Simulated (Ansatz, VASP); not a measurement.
# One calculation of TiSi2, two programs

The input INCAR:

```
PREC     = Accurate       # precision mode
ENCUT    = 520            # plane-wave cutoff, eV
EDIFF    = 1E-7           # SCF threshold, eV
ISMEAR   = -1             # smearing method
SIGMA    = 0.05           # smearing width, eV
LREAL    = F              # projectors in reciprocal space
LASPH    = T              # aspherical terms in the spheres
NELM     = 60             # most SCF steps
ALGO     = Normal         # electronic algorithm
ISIF     = 2              # what is computed and relaxed
LWAVE    = F              # write WAVECAR
LCHARG   = F              # write CHGCAR
GGA      = CA             # functional
NBANDS   = 17             # bands
```

KPOINTS

```
regular mesh
0
Gamma
  12 12 12
```

File POSCAR:

```
TiSi2
1.0
   -1.4728720000      1.7121300000      4.2120830000
    1.4728720000     -1.7121300000      4.2120830000
    1.4728720000      1.7121300000     -4.2120830000
Ti Si
1 2
Direct
    0.0000000000      0.0000000000      0.0000000000
    0.6700780000      0.6700780000      0.0000000000
    0.3299220000      0.3299220000      0.0000000000
```

Contents of input.yaml:

```yaml
crystal:
  lattice:
    - [-1.472872, 1.71213, 4.212083]
    - [1.472872, -1.71213, 4.212083]
    - [1.472872, 1.71213, -4.212083]
  atoms:
    - { symbol: Ti, position: [0.0, 0.0, 0.0] }
    - { symbol: Si, position: [0.670078, 0.670078, 0.0] }
    - { symbol: Si, position: [0.329922, 0.329922, 0.0] }
hamiltonian:
  xc: lda
  pseudopotentials: { kind: paw }
kpoints:
  mp_grid: { grid: [12, 12, 12] }
  band_path:
    path:
      - [[0.0, 0.0, 0.0], [-0.2805686444, 0.2805686444, 0.2805686444], [-0.4892620261, 0.4892620261, 0.0718752627], [-0.5, 0.5, 0.0], [-0.75, 0.25, 0.25], [-0.5, 0.0, 0.5], [-0.7194313556, -0.2805686444, 0.7194313556], [-0.5, -0.5, 0.5], [0.0, 0.0, 0.0], [-0.2913066183, 0.2913066183, -0.2913066183], [-0.5, 0.0, 0.0], [-0.75, 0.25, 0.25]]
      - [[-0.5107379739, 0.5107379739, -0.0718752627], [-0.2913066183, 0.2913066183, -0.2913066183]]
      - [[-0.7086933817, -0.2913066183, 0.2913066183], [-0.5, -0.5, 0.5]]
    npoints: 14
scf:
  occupations: { method: fermi_dirac, width: 0.05 }
  n_extra_bands: 7
output:
  forces: true
  stress: true
  eigenvalues: true
  fatbands: true
```

Alike in both runs: functional LDA; k mesh 12 × 12 × 12; occupations fermi-dirac, width 0.05 eV; no spin polarisation.

|  | VASP | Ansatz |
| --- | --- | --- |
| version | VASP 6.6.1 | Ansatz 0.2.0 |
| potentials or method | VASP PAW LDA potentials, release 64 (Ti_sv, Si) | Ansatz PAW |
| plane-wave cutoff (eV) | 520 | 420 |
| valence electrons in the cell | 20 | 20 |
| task | single point | band structure |

```csv
,VASP,Ansatz,Ansatz less VASP
gap on the k mesh at the Fermi level (eV),none,none,-
pressure (GPa),-6.4,-6.6,-0.17
"traceless stress, the component that is largest in VASP (GPa)",0.77,0.79,+0.018
rms of the force components (eV/Å),0.052,0.054,+0.0021
```

LDA's correlation is that of Perdew and Zunger in VASP and of Perdew and Wang (1992) in Ansatz. Atom by atom the forces differ by 0.002 eV/Å (rms over components). A gap of «none» marks a metal or a gap that the smearing closes.
